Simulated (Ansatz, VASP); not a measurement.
# Two plane-wave programs on Bi

```
CELL_PARAMETERS angstrom
2.34119 1.35169 4.07262
-2.34119 1.35169 4.07262
0.00000 -2.70337 4.07262
ATOMIC_POSITIONS crystal
Bi 0.23389 0.23389 0.23389
Bi 0.76611 0.76611 0.76611
```

Change from the starting cell: strain +0.030 along x and y, +0.030 along z, atoms carried along.

Alike in both runs: task single point; functional PBEsol; k mesh 12 × 12 × 12; occupations gaussian, width 0.15 eV; no spin polarisation.

|  | VASP | Ansatz |
| --- | --- | --- |
| version | VASP 6.6.1 | Ansatz 0.2.0 |
| potentials or method | VASP PAW PBE potentials, release 64 (Bi_d), cutoff 520 eV | scalar-relativistic, plane waves, PAW |
| valence electrons in the cell | 30 | 30 |

VASP gave:

```
gap on the k mesh at the Fermi level (eV)                     : none
pressure (GPa)                                                : -4.0
traceless stress, the component that is largest in VASP (GPa) : 0.49
rms of the force components (eV/Å)                            : 0.135
```

Which values does Ansatz return?

gap on the k mesh at the Fermi level (eV): none; pressure (GPa): -4.0; traceless stress, the component that is largest in VASP (GPa): 0.49; rms of the force components (eV/Å): 0.138.

VASP's potentials were made for PBE, not for PBEsol. Atom by atom the forces differ by 0.003 eV/Å (rms over components). A gap of «none» marks a metal or a gap that the smearing closes.

Neither program's run includes spin-orbit coupling.
